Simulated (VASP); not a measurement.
Runs of VASP 6.6.1 on SrO. The structure is that of space group P6_3/mmc (No. 194), or close to it. The cells are those of the table. 

| level | cell | smearing | gap on the mesh (eV) | pressure (GPa) |
| --- | --- | --- | --- | --- |
| PBE | a = 3.609, b = 3.609, c = 6.237 Å, angles 90.0, 90.0, 120.0°, 4 atoms | fermi-dirac 0.02 eV | (b) | 0.7 |
| PBE | a = 3.389, b = 3.521, c = 6.255 Å, angles 90.0, 90.0, 118.8°, 4 atoms | fermi-dirac 0.02 eV | 3.31 | 7.4 |
| r2SCAN | a = 3.389, b = 3.521, c = 6.255 Å, angles 90.0, 90.0, 118.8°, 4 atoms | gaussian 0.01 eV | 3.84 | (c) |
| r2SCAN | a = 3.609, b = 3.609, c = 6.237 Å, angles 90.0, 90.0, 120.0°, 4 atoms | gaussian 0.01 eV | (a) | -1.3 |

Alike in all rows: task single point; potentials or basis VASP PAW PBE potentials, release 64 (Sr_sv, O); no spin polarisation; k mesh 12 × 12 × 4; cutoff (eV) 520.

Q: Estimate the missing entries.

A: (a) 3.95; (b) 3.41; (c) 5.5.

Caveats: the PAW data sets were made with another functional, which shifts forces and pressure a little (some runs).

A k mesh can miss the band edges, and the runs leave out spin-orbit coupling on Sr.
